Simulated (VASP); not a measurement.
A run of VASP 6.6.1 is set up as follows.

The input INCAR:

```
  PREC = Accurate
  ENCUT = 520
  EDIFF = 1E-6
  ISMEAR = -1
  SIGMA = 0.1
  LREAL = F
  LASPH = T
  NELM = 80
  ALGO = Normal
  ISIF = 2
  LWAVE = F
  LCHARG = F
  GGA = PE
  NBANDS = 12
```

The input KPOINTS:

```
regular mesh
0
Gamma
  14 14 14
```

File POSCAR:

```
Au
1.0
    2.1809563125      0.0000000000      0.0000000000
    0.0000000000      2.1809563125      0.0000000000
    0.0000000000      0.0000000000      2.1809563125
Au
1
Direct
    0.0000000000      0.0000000000      0.0000000000
```

Potentials or basis: VASP PAW PBE potentials, release 64 (Au).

Command:

```bash
$ cat potpaw_PBE.64/Au/POTCAR > POTCAR
$ mpirun -np 1 vasp_std > vasp.out
```

Q: Predict the pressure.

A: 486.8 GPa.
